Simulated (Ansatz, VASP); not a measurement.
**Two plane-wave programs on NbTe**

Contents of INCAR:

```
ALGO = Normal ; EDIFF = 1E-6
ENCUT = 520 ; GGA = CA
ISIF = 2 ; ISMEAR = -1
LASPH = T ; LCHARG = T
LDAU = T ; LDAUJ = 0 0
LDAUL = -1 2 ; LDAUPRINT = 1
LDAUTYPE = 2 ; LDAUU = 0 4
LELF = T ; LMAXMIX = 4
LREAL = F ; LVHAR = T
LWAVE = F ; NBANDS = 16
NELM = 150 ; PREC = Accurate
SIGMA = 0.05
```

File KPOINTS:

```
k-points
0
Gamma
  8 8 7
```

File POSCAR:

```
NbTe
1.0
    3.7029743866      0.0000000000      0.0000000000
   -1.8514871933      3.2068698884      0.0000000000
    0.0000000000      0.0000000000      3.6942110000
Te Nb
1 1
Direct
    0.6666666667      0.3333333333      0.0000000000
    0.0000000000      0.0000000000      0.5000000000
```

File input.yaml:

```yaml
crystal:
  lattice:
    - [3.7029743866, 0.0, 0.0]
    - [-1.8514871933, 3.2068698884, 0.0]
    - [0.0, 0.0, 3.694211]
  atoms:
    - { symbol: Te, position: [0.6666666667, 0.3333333333, 0.0] }
    - { symbol: Nb, position: [0.0, 0.0, 0.5] }
hamiltonian:
  xc: lda
  pseudopotentials: { kind: paw }
  hubbard: { sites: [{ species: Nb, l: d, u_eff: 4.0 }] }
kpoints:
  mp_grid: { grid: [8, 8, 7] }
  band_path:
    path:
      - [[0.0, 0.0, 0.0], [0.5, 0.0, 0.0], [0.3333333333, 0.3333333333, 0.0], [0.0, 0.0, 0.0], [0.0, 0.0, 0.5], [0.5, 0.0, 0.5], [0.3333333333, 0.3333333333, 0.5], [0.0, 0.0, 0.5]]
      - [[0.5, 0.0, 0.5], [0.5, 0.0, 0.0]]
      - [[0.3333333333, 0.3333333333, 0.0], [0.3333333333, 0.3333333333, 0.5]]
    npoints: 14
scf:
  occupations: { method: fermi_dirac, width: 0.05 }
  n_extra_bands: 6
output:
  forces: true
  stress: true
  eigenvalues: true
  fatbands: true
  write_density: true
  write_potential: true
  elf: true
  volumetric_format: npy
```

Alike in both runs: functional LDA; k mesh 8 × 8 × 7; occupations fermi-dirac, width 0.05 eV; no spin polarisation; Hubbard terms Nb d U = 4.0 eV.

```csv
,VASP,Ansatz
version,VASP 6.6.1,Ansatz 0.2.0
potentials or method,"VASP PAW LDA potentials, release 64 (Te, Nb_sv)",Ansatz PAW
plane-wave cutoff (eV),520,420
valence electrons in the cell,19,29
task,single point,band structure
```

```tsv
	VASP	Ansatz	Ansatz less VASP
gap on the k mesh at the Fermi level (eV)	none	none	-
pressure (GPa)	-4.1	-6.7	-2.54
traceless stress, the component that is largest in VASP (GPa)	0.66	-0.04	-0.694
```

LDA's correlation is that of Perdew and Zunger in VASP and of Perdew and Wang (1992) in Ansatz. The programs project onto different local orbitals, so the same U acts differently, and such runs can settle in different states. A gap of «none» marks a metal or a gap that the smearing closes. VASP's potentials hold 19 valence electrons a cell and Ansatz's 29, so a difference there can come from the potentials and not from the codes.

Neither program's run includes spin-orbit coupling.
